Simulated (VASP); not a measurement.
# SiW12 in VASP: single point with PBE+D3(BJ)

Aim: the single point of SiW12 with PBE+D3(BJ).

Program: VASP 6.6.1. These are calculated values, not measurements. Logs are shortened: lines on timing, memory, paths and dates and some standing lists are left out, and cuts for length are marked.

## 1. The cell of the first run

The cell holds a slab with vacuum, 13 atoms: a = 5.664 Å, b = 5.664 Å, c = 21.150 Å, α = 90.00°, β = 90.00°, γ = 90.00°.

## 2. Single point, PBE+D3(BJ)

The input, INCAR:

```
PREC = Accurate
ENCUT = 520
EDIFF = 1E-6
ISMEAR = 0
SIGMA = 0.1
LREAL = F
LASPH = T
NELM = 60
ALGO = Normal
ISIF = 2
LWAVE = F
LCHARG = F
LDIPOL = T
IDIPOL = 3
DIPOL = 0.5 0.5 0.302
GGA = PE
IVDW = 12
NBANDS = 98
```

The input, KPOINTS:

```
Automatic mesh
0
Gamma
  5 5 1
```

The input, POSCAR:

```
SiW12
1.0
    5.6644156868      0.0000000000      0.0000000000
    0.0000000000      5.6644156868      0.0000000000
    0.0000000000      0.0000000000     21.1500668291
W Si
12 1
Direct
    0.2500000000      0.2500000000      0.1891246979
    0.2500000000      0.7500000000      0.1891246979
    0.7500000000      0.2500000000      0.1891246979
    0.7500000000      0.7500000000      0.1891246979
    0.0000000000      0.0000000000      0.2848852803
    0.0000000000      0.5000000000      0.2848852803
    0.5000000000      0.0000000000      0.2848852803
    0.5000000000      0.5000000000      0.2848852803
    0.2500000000      0.2500000000      0.3806166143
    0.2500000000      0.7500000000      0.3806166143
    0.7500000000      0.2500000000      0.3806166143
    0.7500000000      0.7500000000      0.3806166143
    0.3333333333      0.5000000000      0.5130039029
```

Potentials or basis: VASP PAW PBE potentials, release 64 (W_sv, Si).

On the command line:

```bash
cat potpaw_PBE.64/W_sv/POTCAR potpaw_PBE.64/Si/POTCAR > POTCAR
mpirun -np 1 vasp_std > vasp.out
```

OUTCAR:

```text
PREC = Accurate
   ENCUT = 520
   EDIFF = 1E-6
   ISMEAR = 0
   LREAL = F
   LASPH = T
   NELM = 60
   ISIF = 2
   GGA = PE
   IVDW = 12
 IVDW          = 12

 ion  position               nearest neighbor table
   1  0.250  0.250  0.189-   2 2.83   3 2.83   2 2.83   3 2.83   7 2.85   8 2.85   5 2.85   6 2.85

   2  0.250  0.750  0.189-   1 2.83   4 2.83   1 2.83   4 2.83   7 2.85   8 2.85   5 2.85   6 2.85

   3  0.750  0.250  0.189-   1 2.83   4 2.83   4 2.83   1 2.83   7 2.85   8 2.85   5 2.85   6 2.85

   4  0.750  0.750  0.189-   2 2.83   3 2.83   3 2.83   2 2.83   7 2.85   8 2.85   5 2.85   6 2.85

   5  0.000  0.000  0.285-   6 2.83   7 2.83   6 2.83   7 2.83  11 2.85  12 2.85   9 2.85  10 2.85
                             1 2.85   2 2.85   3 2.85   4 2.85
   6  0.000  0.500  0.285-   5 2.83   8 2.83   5 2.83   8 2.83  11 2.85  12 2.85   9 2.85  10 2.85
                             1 2.85   2 2.85   3 2.85   4 2.85
   7  0.500  0.000  0.285-   5 2.83   8 2.83   8 2.83   5 2.83  11 2.85  12 2.85   9 2.85  10 2.85
                             1 2.85   2 2.85   3 2.85   4 2.85
   8  0.500  0.500  0.285-   6 2.83   7 2.83   7 2.83   6 2.83  11 2.85  12 2.85   9 2.85  10 2.85
                             1 2.85   2 2.85   3 2.85   4 2.85
   9  0.250  0.250  0.381-  10 2.83  11 2.83  10 2.83  11 2.83   5 2.85   6 2.85   7 2.85   8 2.85
                            13 3.17
  10  0.250  0.750  0.381-   9 2.83  12 2.83   9 2.83  12 2.83   5 2.85   6 2.85   7 2.85   8 2.85
                            13 3.17
  11  0.750  0.250  0.381-   9 2.83  12 2.83  12 2.83   9 2.83   5 2.85   6 2.85   7 2.85   8 2.85

  12  0.750  0.750  0.381-  10 2.83  11 2.83  11 2.83  10 2.83   5 2.85   6 2.85   7 2.85   8 2.85

  13  0.333  0.500  0.513-   9 3.17  10 3.17

  LATTYP: Found a simple tetragonal cell.
 ALAT       =     5.6644156868
 C/A-ratio  =     3.7338479375

  Lattice vectors:

 A1 = (   5.6644156868,   0.0000000000,   0.0000000000)
 A2 = (   0.0000000000,   5.6644156868,   0.0000000000)
 A3 = (   0.0000000000,   0.0000000000,  21.1500668291)

Analysis of symmetry for initial positions (statically):
=====================================================================
 Subroutine PRICEL returns:
 Original cell was already a primitive cell.

 Routine SETGRP: Setting up the symmetry group for a
 simple tetragonal supercell.

 Subroutine GETGRP returns: Found  2 space group operations
 (whereof  2 operations were pure point group operations)
 out of a pool of 16 trial point group operations.

The static configuration has the point symmetry C_1h.

Analysis of symmetry for dynamics (positions and initial velocities):
=====================================================================
 Subroutine PRICEL returns:
 Original cell was already a primitive cell.

 Routine SETGRP: Setting up the symmetry group for a
 simple tetragonal supercell.

 Subroutine GETGRP returns: Found  2 space group operations
 (whereof  2 operations were pure point group operations)
 out of a pool of 16 trial point group operations.

The dynamic configuration has the point symmetry C_1h.

 Subroutine INISYM returns: Found  2 space group operations
 (whereof  2 operations are pure point group operations),
 and found     1 'primitive' translations

----------------------------------------------------------------------------------------

                                     Primitive cell

  volume of cell :     678.6127

  direct lattice vectors                    reciprocal lattice vectors
     5.664415687  0.000000000  0.000000000     0.176540716  0.000000000  0.000000000
     0.000000000  5.664415687  0.000000000     0.000000000  0.176540716  0.000000000
     0.000000000  0.000000000 21.150066829     0.000000000  0.000000000  0.047281174

  length of vectors
     5.664415687  5.664415687 21.150066829     0.176540716  0.176540716  0.047281174

  position of ions in fractional coordinates (direct lattice)
     0.250000000  0.250000000  0.189124698
     0.250000000  0.750000000  0.189124698
     0.750000000  0.250000000  0.189124698
     0.750000000  0.750000000  0.189124698
     0.000000000  0.000000000  0.284885280
     0.000000000  0.500000000  0.284885280
     0.500000000  0.000000000  0.284885280
     0.500000000  0.500000000  0.284885280
     0.250000000  0.250000000  0.380616614
     0.250000000  0.750000000  0.380616614
     0.750000000  0.250000000  0.380616614
     0.750000000  0.750000000  0.380616614
     0.333333333  0.500000000  0.513003903

  ion indices of the primitive-cell ions
   primitive index   ion index
                 1           1
                 2           2
                 3           3
                 4           4
                 5           5
                 6           6
                 7           7
                 8           8
                 9           9
                10          10
                11          11
                12          12
                13          13

----------------------------------------------------------------------------------------

 KPOINTS: Automatic mesh

Automatic generation of k-mesh.
 Grid dimensions read from file:
 generate k-points for:    5    5    1

 Generating k-lattice:

  Cartesian coordinates                     Fractional coordinates (reciprocal lattice)
     0.035308143  0.000000000  0.000000000     0.200000000  0.000000000  0.000000000
     0.000000000  0.035308143  0.000000000     0.000000000  0.200000000  0.000000000
     0.000000000  0.000000000  0.047281174     0.000000000  0.000000000  1.000000000

  Length of vectors
     0.035308143  0.035308143  0.047281174

  Shift w.r.t. Gamma in fractional coordinates (k-lattice)
     0.000000000  0.000000000  0.000000000

 Subroutine IBZKPT returns following result:
 ===========================================

 Found      9 irreducible k-points:

 Following reciprocal coordinates:
            Coordinates               Weight
  0.000000  0.000000  0.000000      1.000000
  0.200000  0.000000  0.000000      2.000000
  0.000000  0.200000  0.000000      2.000000
  0.400000  0.000000  0.000000      2.000000
  0.000000  0.400000  0.000000      2.000000
  0.200000  0.200000  0.000000      4.000000
  0.400000  0.200000  0.000000      4.000000
 -0.200000  0.400000  0.000000      4.000000
  0.400000  0.400000  0.000000      4.000000
   k-points           NKPTS =      9   k-points in BZ     NKDIM =      9   number of bands    NBANDS=     98
   number of dos      NEDOS =    301   number of ions     NIONS =     13
   total plane-waves  NPLWV = 282240
   dimension x,y,z NGX =    42 NGY =   42 NGZ =  160
   dimension x,y,z NGXF=    84 NGYF=   84 NGZF=  320
   ions per type =              12   1
   NGX,Y,Z   is equivalent  to a cutoff of  12.33, 12.33, 12.58 a.u.
   NGXF,Y,Z  is equivalent  to a cutoff of  24.65, 24.65, 25.15 a.u.
 SYSTEM =  unknown system
   PREC   = accura    normal or accurate (medium, high low for compatibility)
   ISTART =      0    job   : 0-new  1-cont  2-samecut
   ICHARG =      2    charge: 1-file 2-atom 10-const
   ISPIN  =      1    spin polarized calculation?
   LNONCOLLINEAR =      F non collinear calculations
   LSORBIT =      F    spin-orbit coupling
   LASPH  =      T    aspherical Exc in radial PAW
   ENCUT  =  520.0 eV  38.22 Ry    6.18 a.u.  10.53 10.53 39.33*2*pi/ulx,y,z
   NELM   =     60;   NELMIN=  2; NELMDL= -5     # of ELM steps
   EDIFF  = 0.1E-05   stopping-criterion for ELM
   LREAL  =      F    real-space projection
   EDIFFG = 0.1E-04   stopping-criterion for IOM
   NSW    =      0    number of steps for IOM
   IBRION =     -1    ionic relax: 0-MD 1-quasi-New 2-CG
   NFREE  =      0    steps in history (QN), initial steepest desc. (CG)
   ISIF   =      2    stress and relaxation
   ISYM   =      2    0-nonsym 1-usesym 2-fastsym
   POTIM  = 0.5000    time-step for ionic-motion
   TEBEG  =    0.0;   TEEND  =   0.0 temperature during run
   PSTRESS=    0.0 pullay stress
   NELECT =     172.0000    total number of electrons
   NUPDOWN=      -1.0000    fix difference up-down
   EMIN   =  10.00;   EMAX   =-10.00  energy-range for DOS
   EFERMI =   0.00;   METHOD = LEGACY
   ISMEAR =     0;   SIGMA  =   0.10  broadening in eV -4-tet -1-fermi 0-gaus
   EFERMI_NEDOS =   21; number of points for ismear=-14 and -15
   IALGO  =     38    algorithm
   IMIX   =      4    mixing-type and parameters
     AMIX     =   0.40;   BMIX     =  1.00
     AMIX_MAG =   1.60;   BMIX_MAG =  1.00
  volume/ion in A,a.u.               =      52.20       352.27
  Fermi-wavevector in a.u.,A,eV,Ry     =   1.036041  1.957834 14.604238  1.073381
  Thomas-Fermi vector in A             =   2.170413
   LORBIT       =      0    0 simple, 1 ext, 2 COOP (PROOUT), +10 PAW based schemes
   GGA     = PE    functional components
   LHFCALC =     F    Hartree Fock is set to
   AEXX    =    0.0000 exact exchange contribution
   IVDW    =    12    specifies the selected vdW correction
   LEPSILON=     F    determine dielectric tensor
   LRPA    =     F    only Hartree local field effects (RPA)
 non-spin polarized calculation
 Gauss-broadening in eV      SIGMA  =   0.10
  energy-cutoff  :      520.00
  volume of cell :      678.61
 maximum number of plane-waves:     18347
 NGX is ok and might be reduce to    42
   NGX = 21   NGY = 21   NGZ = 79

 dipolmoment           0.000000      0.000000      0.020459 electrons x Angstroem

 number of electron     171.9999987 magnetization

 dipolmoment           0.000000      0.000000     -0.012307 electrons x Angstroem

 Free energy of the ion-electron system (eV)
  ---------------------------------------------------
  ext. energy  EPLUGINS =         0.00000000
  ---------------------------------------------------
  free energy    TOTEN  =      -140.54496126 eV

  energy without entropy =     -140.42577621  energy(sigma->0) =     -140.48536874

 E-fermi :   0.2381     XC(G=0):  -5.4119

 val. band max:        0.2377775305   @ k =  -0.2000   0.4000   0.0000
 cond. band min:       0.2439917000   @ k =   0.4000   0.0000   0.0000
 fundamental gap:      0.0062141695
 Fermi energy:         0.2380710792

 k-point     1 :       0.0000    0.0000    0.0000
  band No.  band energies     occupation
      1     -73.7051      2.00000
      2     -73.6552      2.00000
      3     -73.6492      2.00000
      4     -73.6379      2.00000
      5     -73.6082      2.00000
      6     -73.5846      2.00000
[... 90 lines left out ...]
     97       2.0841      0.00000
     98       2.1875      0.00000

 k-point     2 :       0.2000    0.0000    0.0000
  band No.  band energies     occupation
      1     -73.7008      2.00000
      2     -73.6526      2.00000
      3     -73.6524      2.00000
      4     -73.6343      2.00000
      5     -73.6110      2.00000
      6     -73.5913      2.00000
[... 696 lines left out ...]
     97       1.3871      0.00000
     98       1.5225      0.00000

 k-point     9 :       0.4000    0.4000    0.0000
  band No.  band energies     occupation
      1     -73.6761      2.00000
      2     -73.6623      2.00000
      3     -73.6459      2.00000
      4     -73.6320      2.00000
      5     -73.6068      2.00000
      6     -73.5920      2.00000
[... 90 lines left out ...]
     97       1.1726      0.00000
     98       1.2737      0.00000

------------------------ aborting loop because EDIFF is reached ----------------------------------------

 vacuum level on the upper side and lower side of the slab       (xc-potential included)        -0.201        -0.110

 Edisp (eV)   -5.16718

 E8    (eV) :    -2.7365

  FORCE on cell =-STRESS in cart. coord.  units (eV):
  Direction    XX          YY          ZZ          XY          YZ          ZX
  --------------------------------------------------------------------------------------
  -------------------------------------------------------------------------------------
  Total     -36.11453   -35.72535    -7.99299     0.00000     0.00000    -0.37686
  in kB     -85.26496   -84.34612   -18.87113     0.00000     0.00000    -0.88975
  external pressure =      -62.83 kB  Pullay stress =        0.00 kB

 VOLUME and BASIS-vectors are now :
 -----------------------------------------------------------------------------
  energy-cutoff  :      520.00
  volume of cell :      678.61
      direct lattice vectors                 reciprocal lattice vectors
     5.664415687  0.000000000  0.000000000     0.176540716  0.000000000  0.000000000
     0.000000000  5.664415687  0.000000000     0.000000000  0.176540716  0.000000000
     0.000000000  0.000000000 21.150066829     0.000000000  0.000000000  0.047281174

 POSITION                                       TOTAL-FORCE (eV/Angst)
 -----------------------------------------------------------------------------------
      1.41610      1.41610      4.00000         0.004732     -0.088067      0.152805
      1.41610      4.24831      4.00000         0.004732      0.088067      0.152805
      4.24831      1.41610      4.00000         0.020411      0.009903      0.029988
      4.24831      4.24831      4.00000         0.020411     -0.009903      0.029988
      0.00000      0.00000      6.02534        -0.032095      0.000000     -0.401886
      0.00000      2.83221      6.02534        -0.225720      0.000000     -0.249097
      2.83221      0.00000      6.02534         0.185526      0.000000     -0.344471
      2.83221      2.83221      6.02534         0.077646      0.000000     -0.147334
      1.41610      1.41610      8.05007         0.079037      0.225674      1.468970
      1.41610      4.24831      8.05007         0.079037     -0.225674      1.468970
      4.24831      1.41610      8.05007        -0.077866      0.095415      0.460221
      4.24831      4.24831      8.05007        -0.077866     -0.095415      0.460221
      1.88814      2.83221     10.85007        -0.057985      0.000000     -3.081179
 -----------------------------------------------------------------------------------
    total drift:                                0.000011      0.000000     -0.000277

  FREE ENERGIE OF THE ION-ELECTRON SYSTEM (eV)
  ---------------------------------------------------
  free  energy   TOTEN  =      -145.7121440904 eV

  energy  without entropy=     -145.5929590395  energy(sigma->0) =     -145.65255156

 vacuum level on the upper side and lower side of the slab         4.684         4.790
```

Wall time 90 min (1 thread of AMD EPYC, shared host); peak memory 0.83 GiB.

What came out:

| Quantity | Value |
| --- | --- |
| Free energy | -145.7121 eV |
| Largest force | 3.082 eV/Å |
| Band gap on the k mesh | zero (bands 86 and 87 overlap by 0.31 eV) |
| Dispersion energy per atom | -0.397 eV |

Forces on the atoms (eV/Å):
```
W    0.005 -0.088  0.153
W    0.005  0.088  0.153
W    0.020  0.010  0.030
W    0.020 -0.010  0.030
W   -0.032  0.000 -0.402
W   -0.226  0.000 -0.249
W    0.186  0.000 -0.344
W    0.078  0.000 -0.147
W    0.079  0.226  1.469
W    0.079 -0.226  1.469
W   -0.078  0.095  0.460
W   -0.078 -0.095  0.460
Si  -0.058  0.000 -3.081
```

Caveat: spin-orbit coupling is left out, which moves the levels of the heavy elements.
